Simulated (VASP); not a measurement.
# Zn (P6_3/mmc) in VASP: notebook

Runs on Zn. Level: PBEsol. Tasks: single point, relaxation of cell and atoms.

Program: VASP 6.6.1. These are calculated values, not measurements. Logs are shortened: lines on timing, memory, paths and dates and some standing lists are left out, and cuts for length are marked.

## (1) The cell of the first run

Symmetry: P6_3/mmc, No. 194, hexagonal system. Conventional cell: a = 2.613 Å, b = 2.613 Å, c = 4.781 Å, α = 90.00°, β = 90.00°, γ = 120.00°. Zn (site symmetry -6m2) has 12 Zn at 2.61 to 2.83 Å within 3.4 Å.

## (2) Single point, PBEsol

The input, INCAR:

```
SYSTEM = Zn
PREC = Accurate ; ENCUT = 520
EDIFF = 1E-6 ; ISMEAR = -1
SIGMA = 0.05 ; LREAL = .FALSE.
LASPH = .TRUE. ; NELM = 80
ALGO = Normal ; ISIF = 2
LWAVE = .FALSE. ; LCHARG = .FALSE.
GGA = PS ; NBANDS = 19
```

The input, KPOINTS:

```
Automatic mesh
0
G
  22 22 10
  0 0 0
```

The input, POSCAR:

```
Zn
1.0
    2.6127985032      0.0000000000      0.0000000000
   -1.3063992516      2.2627498787      0.0000000000
    0.0000000000      0.0000000000      4.7808429247
Zn
2
Direct
    0.3333333333      0.6666666667      0.2500000000
    0.6666666667      0.3333333333      0.7500000000
```

Potentials or basis: VASP PAW PBE potentials, release 64 (Zn).

On the command line:

```console
cat potpaw_PBE.64/Zn/POTCAR > POTCAR
mpirun -np 1 vasp_std > vasp.out
```

OUTCAR:

```text
SYSTEM = Zn
   PREC = Accurate
   ENCUT = 520
   EDIFF = 1E-6
   ISMEAR = -1
   LREAL = .FALSE.
   LASPH = .TRUE.
   NELM = 80
   ISIF = 2
   GGA = PS

 ion  position               nearest neighbor table
   1  0.333  0.667  0.250-   2 2.83   2 2.83   2 2.83   2 2.83   2 2.83   2 2.83
   2  0.667  0.333  0.750-   1 2.83   1 2.83   1 2.83   1 2.83   1 2.83   1 2.83

  LATTYP: Found a hexagonal cell.
 ALAT       =     2.6127985032
 C/A-ratio  =     1.8297786526

  Lattice vectors:

 A1 = (   2.6127985032,   0.0000000000,   0.0000000000)
 A2 = (  -1.3063992516,   2.2627498787,   0.0000000000)
 A3 = (   0.0000000000,   0.0000000000,   4.7808429247)

Analysis of symmetry for initial positions (statically):
=====================================================================
 Subroutine PRICEL returns:
 Original cell was already a primitive cell.

 Routine SETGRP: Setting up the symmetry group for a
 hexagonal supercell.

 Subroutine GETGRP returns: Found 24 space group operations
 (whereof 12 operations were pure point group operations)
 out of a pool of 24 trial point group operations.

The static configuration has the point symmetry D_3d.
 The point group associated with its full space group is D_6h.

Analysis of symmetry for dynamics (positions and initial velocities):
=====================================================================
 Subroutine PRICEL returns:
 Original cell was already a primitive cell.

 Routine SETGRP: Setting up the symmetry group for a
 hexagonal supercell.

 Subroutine GETGRP returns: Found 24 space group operations
 (whereof 12 operations were pure point group operations)
 out of a pool of 24 trial point group operations.

The dynamic configuration has the point symmetry D_3d.
 The point group associated with its full space group is D_6h.

 Subroutine INISYM returns: Found 24 space group operations
 (whereof 12 operations are pure point group operations),
 and found     1 'primitive' translations

----------------------------------------------------------------------------------------

                                     Primitive cell

  volume of cell :      28.2649

  direct lattice vectors                    reciprocal lattice vectors
     2.612798503  0.000000000  0.000000000     0.382731389  0.220970070  0.000000000
    -1.306399252  2.262749879  0.000000000     0.000000000  0.441940141  0.000000000
     0.000000000  0.000000000  4.780842925     0.000000000  0.000000000  0.209168135

[... 81 lines left out ...]
   ENCUT  =  520.0 eV  38.22 Ry    6.18 a.u.   4.86  4.86  8.89*2*pi/ulx,y,z
   NELM   =     80;   NELMIN=  2; NELMDL= -5     # of ELM steps
   EDIFF  = 0.1E-05   stopping-criterion for ELM
   LREAL  =      F    real-space projection
   EDIFFG = 0.1E-04   stopping-criterion for IOM
   NSW    =      0    number of steps for IOM
   IBRION =     -1    ionic relax: 0-MD 1-quasi-New 2-CG
   NFREE  =      0    steps in history (QN), initial steepest desc. (CG)
   ISIF   =      2    stress and relaxation
   ISYM   =      2    0-nonsym 1-usesym 2-fastsym
   POTIM  = 0.5000    time-step for ionic-motion
   TEBEG  =    0.0;   TEEND  =   0.0 temperature during run
   PSTRESS=    0.0 pullay stress
   NELECT =      24.0000    total number of electrons
   NUPDOWN=      -1.0000    fix difference up-down
   EMIN   =  10.00;   EMAX   =-10.00  energy-range for DOS
   EFERMI =   0.00;   METHOD = LEGACY
   ISMEAR =    -1;   SIGMA  =   0.05  broadening in eV -4-tet -1-fermi 0-gaus
   EFERMI_NEDOS =   21; number of points for ismear=-14 and -15
   IALGO  =     38    algorithm
   IMIX   =      4    mixing-type and parameters
     AMIX     =   0.40;   BMIX     =  1.00
     AMIX_MAG =   1.60;   BMIX_MAG =  1.00
  volume/ion in A,a.u.               =      14.13        95.37
  Fermi-wavevector in a.u.,A,eV,Ry     =   1.550230  2.929511 32.697718  2.403214
  Thomas-Fermi vector in A             =   2.654924
   LORBIT       =      0    0 simple, 1 ext, 2 COOP (PROOUT), +10 PAW based schemes
   GGA     = PS    functional components
   LHFCALC =     F    Hartree Fock is set to
   AEXX    =    0.0000 exact exchange contribution
   IVDW    =     0    specifies the selected vdW correction
   LEPSILON=     F    determine dielectric tensor
   LRPA    =     F    only Hartree local field effects (RPA)
 non-spin polarized calculation
  energy-cutoff  :      520.00
  volume of cell :       28.26
 maximum number of plane-waves:       777
 NGX is ok and might be reduce to    20
   NGX =  9   NGY =  9   NGZ = 17

 number of electron      24.0000027 magnetization

 Free energy of the ion-electron system (eV)
  ---------------------------------------------------
  ext. energy  EPLUGINS =         0.00000000
  ---------------------------------------------------
  free energy    TOTEN  =        -3.17290428 eV

  energy without entropy =       -3.16956586  energy(sigma->0) =       -3.17123507

 E-fermi :   3.4554     XC(G=0): -12.0947

 val. band max:        3.4462678169   @ k =   0.3636   0.2727   0.4000
 cond. band min:       3.4682641870   @ k =   0.2273   0.0455   0.1000
 fundamental gap:      0.0219963701
 Fermi energy:         3.4553832009

 k-point     1 :       0.0000    0.0000    0.0000
  band No.  band energies     occupation
      1      -7.5360      2.00000
      2      -5.4304      2.00000
      3      -4.6093      2.00000
      4      -4.3650      2.00000
      5      -4.3650      2.00000
      6      -4.3025      2.00000
[... 505 lines left out ...]
      6      -4.3278      2.00000
[... 11 lines left out ...]
     18      20.8803      0.00000
     19      20.9385      0.00000

 [... further k-points ...]

------------------------ aborting loop because EDIFF is reached ----------------------------------------

  FORCE on cell =-STRESS in cart. coord.  units (eV):
  Direction    XX          YY          ZZ          XY          YZ          ZX
  --------------------------------------------------------------------------------------
  -------------------------------------------------------------------------------------
  Total        0.1002147      0.1002147      0.0598673      0.0000000     -0.0000000      0.0000000
  in kB        5.6806122      5.6806122      3.3935429      0.0000000     -0.0000000      0.0000000
  external PRESSURE =       4.9182558 kB  Pullay stress =       0.0000000 kB

 VOLUME and BASIS-vectors are now :
 -----------------------------------------------------------------------------
  energy-cutoff  :      520.00
  volume of cell :       28.26
      direct lattice vectors                 reciprocal lattice vectors
     2.612798503  0.000000000  0.000000000     0.382731389  0.220970070  0.000000000
    -1.306399252  2.262749879  0.000000000     0.000000000  0.441940141  0.000000000
     0.000000000  0.000000000  4.780842925     0.000000000  0.000000000  0.209168135

 POSITION                                       TOTAL-FORCE (eV/Angst)
 -----------------------------------------------------------------------------------
     -0.00000      1.50850      1.19521        -0.000000     -0.000000      0.000000
      1.30640      0.75425      3.58563         0.000000      0.000000      0.000000
 -----------------------------------------------------------------------------------
    total drift:                                0.000000     -0.000000      0.000000

  FREE ENERGIE OF THE ION-ELECTRON SYSTEM (eV)
  ---------------------------------------------------
  free  energy   TOTEN  =        -3.1729042767 eV

  energy  without entropy=       -3.1695658593  energy(sigma->0) =       -3.17123507
```

OSZICAR:

```text
N       E                     dE             d eps       ncg     rms          rms(c)
DAV:   1     0.111614786675E+03    0.11161E+03   -0.12287E+04 12376   0.203E+03
DAV:   2     0.163231676779E+01   -0.10998E+03   -0.10618E+03 11957   0.296E+02
DAV:   3    -0.348001930567E+01   -0.51123E+01   -0.50895E+01 13163   0.702E+01
DAV:   4    -0.350920026217E+01   -0.29181E-01   -0.29173E-01 13021   0.539E+00
DAV:   5    -0.350923438106E+01   -0.34119E-04   -0.34119E-04 12990   0.169E-01    0.485E+00
DAV:   6    -0.319640499171E+01    0.31283E+00   -0.11963E+00 13104   0.240E+01    0.342E+00
DAV:   7    -0.318060873270E+01    0.15796E-01   -0.43917E-02 15225   0.367E+00    0.178E+00
DAV:   8    -0.317294275868E+01    0.76660E-02   -0.20147E-03 16243   0.670E-01    0.560E-02
DAV:   9    -0.317290008963E+01    0.42669E-04   -0.23652E-04 16306   0.206E-01    0.336E-02
DAV:  10    -0.317290444986E+01   -0.43602E-05   -0.20085E-05 12406   0.384E-02    0.298E-03
DAV:  11    -0.317290427671E+01    0.17315E-06   -0.56664E-07  7243   0.125E-02
   1 F= -.31729043E+01 E0= -.31712351E+01  d E =-.333842E-02
```

stdout:

```text
POSCAR found type information on POSCAR Zn
 POSCAR found :  1 types and       2 ions
 scaLAPACK will be used
 -----------------------------------------------------------------------------
|                                                                             |
|                                                                             |
|     You enforced a specific xc type in the INCAR file but a different       |
|     I HOPE YOU KNOW WHAT YOU ARE DOING!                                     |
|                                                                             |
 -----------------------------------------------------------------------------

 LDA part: xc-table for (Slater+PW92), standard interpolation
 POSCAR, INCAR and KPOINTS ok, starting setup
 FFT: planning ... GRIDC
 FFT: planning ... GRID_SOFT
 FFT: planning ... GRID
 WAVECAR not read
 entering main loop
```

Run time: 2.8 min. Hardware: 1 thread of AMD EPYC 7R13, shared host; peak memory 0.22 GiB.

What came out:

- Free energy: -3.1729 eV
- Pressure: 0.5 GPa
- Band gap on the k mesh: zero (bands 12 and 13 overlap by 4.50 eV)

Stress tensor (GPa, compression positive):
```
0.57 0.00 0.00
0.00 0.57 0.00
0.00 0.00 0.34
```

Caveat: the PAW data sets were made with another functional, which shifts forces and pressure a little.

## (3) Relaxation of cell and atoms, PBEsol

This run uses another cell than the first one, of 15.21 Å³/atom.

The input, INCAR:

```
SYSTEM = Zn
PREC = Accurate
ENCUT = 600
EDIFF = 1E-6
ISMEAR = -1
SIGMA = 0.05
LREAL = .False.
LASPH = .True.
NELM = 100
ALGO = Normal
ISIF = 3
LWAVE = .False.
LCHARG = .False.
GGA = PS
IBRION = 2
NSW = 100
EDIFFG = -0.003
```

The input, KPOINTS:

```
regular mesh
0
Gamma
  22 22 10
  0 0 0
```

The input, POSCAR:

```
Zn
1.0
    2.6648000000      0.0000000000      0.0000000000
   -1.3324000000      2.3077844960      0.0000000000
    0.0000000000      0.0000000000      4.9467000000
Zn
2
Direct
    0.3333333333      0.6666666667      0.2500000000
    0.6666666667      0.3333333333      0.7500000000
```

Potentials or basis: VASP PAW PBE potentials, release 64 (Zn).

On the command line:

```console
cat potpaw_PBE.64/Zn/POTCAR > POTCAR
mpirun -np 1 vasp_std > vasp.out
```

Wall time 21 min (1 thread of AMD EPYC 7R13, shared host); peak memory 0.27 GiB.

The run converged. Its results:

```
Free energy                           : -3.1736 eV
Relaxed volume                        : 14.16 Å³/atom
Relaxed cell                          : a = 2.618 Å, b = 2.618 Å, c = 4.772 Å, α = 90.00°, β = 90.00°, γ = 120.00°
Space group after relaxing (to 0.1 Å) : P6_3/mmc (No. 194)
Energy gained by relaxing             : 16.6 meV/atom
Ionic steps                           : 10
Pressure after relaxing               : 0.0 GPa
Band gap on the k mesh                : zero (bands 12 and 13 overlap by 4.44 eV)
```

Step by step:
```csv
step,energy change (eV),largest force (eV/Å),pressure (GPa),volume (Å³)
1,0.0000,0.0000,-5.06,30.42
2,-0.0311,0.0000,0.74,28.35
3,-0.0318,0.0000,-0.08,28.59
4,-0.0323,0.0000,-0.11,28.54
5,-0.0331,0.0000,0.03,28.41
6,-0.0331,0.0000,-0.01,28.37
7,-0.0331,0.0000,0.01,28.30
8,-0.0331,0.0000,-0.16,28.33
9,-0.0331,0.0000,0.23,28.32
10,-0.0331,0.0000,0.00,28.32
```

Final structure:
```
Zn
1.0
     2.61788    0.00000    0.00000
    -1.30894    2.26715    0.00000
     0.00000    0.00000    4.77228
Zn
2
Direct
  0.33333 0.66667 0.25000
  0.66667 0.33333 0.75000
```

Levels at points of the mesh, in eV from the Fermi level:
```
           k point  band 10  band 11  band 12  band 13  band 14  band 15
(0.00, 0.00, 0.00)    -7.16    -7.16    -3.92    -2.75    14.92    17.97
(0.50, 0.00, 0.00)    -6.95    -3.13    -2.29     2.92     3.61     4.64
(0.00, 0.00, 0.50)    -7.26    -7.26    -7.26     5.19     5.19    19.40
(0.50, 0.00, 0.50)    -6.97    -2.12    -2.12     0.22     0.22    10.86
```

Caveat: the PAW data sets were made with another functional, which shifts forces and pressure a little.
